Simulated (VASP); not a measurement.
Set up this calculation in VASP 6.6.1, as the native input.

```yaml
Task: relaxation of cell and atoms
Functional: PBE
Potentials_or_basis: VASP PAW PBE potentials, release 64 (Hf_pv, Te, W_sv)
Cutoff: 600 eV
k_mesh: 6 × 6 × 2
Occupations: gaussian, width 0.1 eV
Spin: no spin polarisation
Dipole_correction: no
Further_INCAR_settings: ALGO = Fast; EDIFF = 1e-06; IBRION = 2; EDIFFG = -0.04; NSW = 90; ISIF = 3
```

The structure of HfTe2W2 lies in POSCAR:

```
HfTe2W2
1.0
    4.5325568300      0.0000000000      0.0000000000
   -2.2662784200      3.9253093600      0.0000000000
    0.0000000000      0.0000000000      8.0089567600
Hf Te W
1 2 2
Direct
    0.0000000000      0.0000000000      0.0000000000
    0.6666666700      0.3333333300      0.3761193200
    0.3333333300      0.6666666700      0.6238806800
    0.6666666700      0.3333333300      0.7259517900
    0.3333333300      0.6666666700      0.2740482100
```

The cell was generated, and may not be a known phase.

These files were run (other wordings do the same):

INCAR

```
SYSTEM = HfTe2W2
  ALGO = Fast
  EDIFF = 1E-6
  EDIFFG = -0.04
  ENCUT = 600
  GGA = PE
  IBRION = 2
  ISIF = 3
  ISMEAR = 0
  LASPH = .True.
  LCHARG = .False.
  LREAL = .False.
  LWAVE = .False.
  NELM = 100
  NSW = 90
  PREC = Accurate
  SIGMA = 0.1
```

KPOINTS

```
k-points
0
Gamma
  6 6 2
  0 0 0
```

Potentials or basis: VASP PAW PBE potentials, release 64 (Hf_pv, Te, W_sv).

Command:

```sh
$ cat potpaw_PBE.64/Hf_pv/POTCAR potpaw_PBE.64/Te/POTCAR potpaw_PBE.64/W_sv/POTCAR > POTCAR
$ mpirun -np 1 vasp_std > vasp.out
```

Results of the run:

| Quantity | Value |
| --- | --- |
| Relaxed volume | 22.96 Å³/atom |
| Relaxed cell | a = 4.546 Å, b = 4.546 Å, c = 6.416 Å, α = 90.00°, β = 90.00°, γ = 120.00° |
| Space group after relaxing (to 0.1 Å) | P-3m1 (No. 164) |
| Pressure after relaxing | 0.1 GPa |
| Largest force after relaxing | 0.022 eV/Å |
| Band gap on the k mesh | zero (bands 25 and 26 overlap by 0.27 eV) |

Caveat: the k points lie up to 0.49 Å⁻¹ apart in the final cell; the volume moved by over 15 % at a fixed basis, so the end points are rough; spin-orbit coupling is left out, which moves the levels of the heavy elements.

Run time: 22 min on 1 thread of AMD EPYC 9R45 96-Core Processor (Zen 5), with other jobs on the host, peak memory 0.31 GiB.
